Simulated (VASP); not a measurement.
Write the native input for VASP 6.6.1 that does the following.

- Task: single point
- Functional: PBE
- Potentials or basis: VASP PAW PBE potentials, release 64 (Cu)
- Cutoff: 520 eV
- k mesh: 5 × 5 × 5
- Occupations: fermi-dirac, width 0.1 eV
- Spin: no spin polarisation
- Dipole correction: no
- Further INCAR settings: ALGO = Normal; EDIFF = 1e-06; NBANDS = 18

The structure of Cu lies in POSCAR:

```
Cu
1.0
    0.0000000000      2.6752136221      2.6752136221
    2.6752136221      0.0000000000      2.6752136221
    2.6752136221      2.6752136221      0.0000000000
Cu
2
Direct
    0.1250000000      0.1250000000      0.1250000000
    0.8750000000      0.8750000000      0.8750000000
```

This isn't the form of Cu at room conditions, which is fcc.

These files were run (other wordings do the same):

INCAR

```
ALGO = Normal
EDIFF = 1E-6
ENCUT = 520
GGA = PE
ISIF = 2
ISMEAR = -1
LASPH = T
LCHARG = F
LREAL = F
LWAVE = F
NBANDS = 18
NELM = 100
PREC = Accurate
SIGMA = 0.1
```

KPOINTS

```
k-points
0
Gamma
  5 5 5
```

Potentials or basis: VASP PAW PBE potentials, release 64 (Cu).

The run is started by

```bash
$ cat potpaw_PBE.64/Cu/POTCAR > POTCAR
$ mpirun -np 1 vasp_std > vasp.out
```

Results of the run:

```json
{
 "Pressure": "-0.4 GPa",
 "Band gap on the k mesh": "zero (bands 11 and 12 overlap by 0.25 eV)"
}
```

Caveat: the k points lie up to 0.41 Å⁻¹ apart.

Wall time 10 s on 1 thread of Intel Xeon 8259CL (shared host), peak memory 0.15 GiB.
